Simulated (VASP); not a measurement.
Input of a VASP 6.6.1 run:

File INCAR:

```
SYSTEM = CsI
AGGAC    = 1.0          
AGGAX    = 1.0          
ALDAC    = 0.0          
ALDAX    = 1.0          
ALGO     = Normal         ! electronic algorithm
EDIFF    = 1E-6           ! SCF threshold, eV
ENCUT    = 500            ! plane-wave cutoff, eV
GGA      = B5             ! functional
GGA_COMPAT= .False.      
ISIF     = 2              ! what is computed and relaxed
ISMEAR   = 0              ! smearing method
LASPH    = .True.         ! aspherical terms in the spheres
LCHARG   = .False.        ! write CHGCAR
LREAL    = .False.        ! projectors in reciprocal space
LWAVE    = .False.        ! write WAVECAR
NBANDS   = 15             ! bands
NELM     = 120            ! most SCF steps
PREC     = Accurate       ! precision mode
SIGMA    = 0.01           ! smearing width, eV
```

The input KPOINTS:

```
k-points
0
Gamma
  4 4 4
  0 0 0
```

Contents of POSCAR:

```
CsI
1.0
    4.5667000000      0.0000000000      0.0000000000
    0.0000000000      4.5667000000      0.0000000000
    0.0000000000      0.0000000000      4.5667000000
Cs I
1 1
Direct
    0.0000000000      0.0000000000      0.0000000000
    0.5000000000      0.5000000000      0.5000000000
```

Potentials or basis: VASP PAW PBE potentials, release 64 (Cs_sv, I).

The run is started by

```bash
$ cat potpaw_PBE.64/Cs_sv/POTCAR potpaw_PBE.64/I/POTCAR > POTCAR
$ mpirun -np 1 vasp_std > vasp.out
```

**Question.** Estimate the pressure.

**Answer.** 2.0 GPa.

**Question.** Predict the band gap on the k mesh.

**Answer.** 3.97 eV, indirect (least direct gap 4.05 eV).

Caveat: the PAW data sets were made with another functional, which shifts forces and pressure a little; spin-orbit coupling is left out, which moves the levels of the heavy elements. A k mesh can miss the band edges.
